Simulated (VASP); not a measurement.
# LiCdSbS4: single point with PBE

LiCdSbS4:

```xyz
14
Lattice="-10.2021 0.0000 0.0000 0.0000 -5.0380 3.1602 0.0000 5.0380 3.1602" Properties=species:S:1:pos:R:3 pbc="T T T"
Li    0.0000    0.0000   -0.6105
Li   -5.1010    0.0000   -0.6105
Cd   -2.5505   -1.7620    2.9096
Cd   -7.6516    1.7620    2.9096
Sb   -2.5505    2.0121    3.1577
Sb   -7.6516   -2.0121    3.1577
S    -5.7936   -2.1581    4.6333
S    -4.4085    2.1581    4.6333
S    -9.5095   -2.1581    4.6333
S    -0.6926    2.1581    4.6333
S    -2.5505   -0.8951    5.2190
S    -7.6516    0.8951    5.2190
S    -2.5505    0.4571    1.4341
S    -7.6516   -0.4571    1.4341
```

```yaml
Program: VASP 6.6.1
Task: single point
Functional: PBE
Potentials_or_basis: VASP PAW PBE potentials, release 64 (Li_sv, Cd, Sb, S)
Cutoff: 520 eV
k_mesh: 3 × 5 × 5
Occupations: fermi-dirac, width 0.1 eV
Spin: no spin polarisation
```

```
Largest force          : 0.039 eV/Å
Band gap on the k mesh : 1.82 eV, indirect (least direct gap 1.84 eV)
```

Forces on the atoms (eV/Å):
```
Li   0.000  0.000  0.001
Li   0.000  0.000  0.001
Cd   0.000  0.000  0.007
Cd   0.000  0.000  0.007
Sb   0.000  0.011  0.007
Sb   0.000 -0.011  0.007
S    0.028  0.011 -0.016
S   -0.028 -0.011 -0.016
S   -0.028  0.011 -0.016
S    0.028 -0.011 -0.016
S    0.000  0.015  0.036
S    0.000 -0.015  0.036
S    0.000  0.006 -0.020
S    0.000 -0.006 -0.020
```

Levels at points of the mesh, in eV from the valence-band top:
```csv
k point,band 40,band 41,band 42,band 43,band 44,band 45,band 46,band 47,band 48,band 49
"(0.00, 0.00, 0.00)",-0.44,-0.40,-0.36,-0.35,-0.35,1.82,2.16,3.56,3.76,3.85
```

Wall time 14 min on 1 thread of Oxide Virtual Turin-like Processor, with other jobs on the host, peak memory 0.59 GiB.

Caveat: spin-orbit coupling is left out, which moves the levels of the heavy elements. A hybrid or GW would open this gap; PBE tends to underestimate it.
